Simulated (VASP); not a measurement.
Here is a VASP 6.6.1 calculation.

Contents of INCAR:

```
ALGO = Normal
EDIFF = 1E-6
ENCUT = 500
GGA = PE
GGA_COMPAT = False
ISIF = 2
ISMEAR = 0
LASPH = True
LCHARG = True
LELF = True
LREAL = False
LVHAR = True
LWAVE = False
NBANDS = 13
NELM = 120
PREC = Accurate
SIGMA = 0.1
```

KPOINTS

```
k-points
0
Gamma
  8 8 8
```

POSCAR

```
TaH
1.0
    0.0000000000      2.1583435675      2.1583435675
    2.1583435675      0.0000000000      2.1583435675
    2.1583435675      2.1583435675      0.0000000000
Ta H
1 1
Direct
    0.0000000000      0.0000000000      0.0000000000
    0.5000000000      0.5000000000      0.5000000000
```

Potentials or basis: VASP PAW PBE potentials, release 64 (Ta_pv, H).

The run is started by

```sh
$ cat potpaw_PBE.64/Ta_pv/POTCAR potpaw_PBE.64/H/POTCAR > POTCAR
$ mpirun -np 1 vasp_std > vasp.out
```

(1) Predict the pressure.

(2) What does it give for the band gap on the k mesh?

Results:

(1) -0.9 GPa.

(2) zero (band 6 reaches 7.61 eV, above the bottom of band 7 at 5.57 eV).

Caveat: spin-orbit coupling is left out, which moves the levels of the heavy elements.
